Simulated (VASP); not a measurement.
A run of VASP 6.6.1:

INCAR

```
SYSTEM = Si2Mo
  PREC = Accurate
  ENCUT = 520
  EDIFF = 1E-6
  ISMEAR = -1
  SIGMA = 0.05
  LREAL = .False.
  LASPH = .True.
  NELM = 150
  ALGO = Normal
  ISIF = 2
  LWAVE = .False.
  LCHARG = .False.
  LMAXMIX = 4
  LDAU = .True.
  LDAUTYPE = 2
  LDAUL = 2 -1
  LDAUU = 4 0
  LDAUJ = 0 0
  LDAUPRINT = 1
  GGA = PS
  NBANDS = 43
```

KPOINTS

```
Automatic mesh
0
Gamma
  5 5 3
  0 0 0
```

POSCAR

```
Si2Mo
1.0
    4.5686249258      0.0000000000      0.0000000000
   -2.2843124629      3.9565452461      0.0000000000
    0.0000000000      0.0000000000      6.5501110578
Mo Si
3 6
Direct
    0.5000000000      0.5000000000      0.8333333333
    0.0000000000      0.5000000000      0.1666666667
    0.5000000000      0.0000000000      0.5000000000
    0.1640137175      0.3280274349      0.5000000000
    0.6719725651      0.8359862825      0.1666666667
    0.8359862825      0.1640137175      0.8333333333
    0.8359862825      0.6719725651      0.5000000000
    0.3280274349      0.1640137175      0.1666666667
    0.1640137175      0.8359862825      0.8333333333
```

Potentials or basis: VASP PAW PBE potentials, release 64 (Mo_sv, Si).

The run is started by

```sh
$ cat potpaw_PBE.64/Mo_sv/POTCAR potpaw_PBE.64/Si/POTCAR > POTCAR
$ mpirun -np 1 vasp_std > vasp.out
```

Hardware: 1 thread of Intel(R) Xeon(R) 6975P-C (Granite Rapids) (shared host).

Problem. How long does it take, and how much memory?

Solution. Run time: 30 s on 1 thread of Intel(R) Xeon(R) 6975P-C (Granite Rapids), on a shared host, peak memory 0.24 GiB. Counts: scf iterations 14, k points 10.
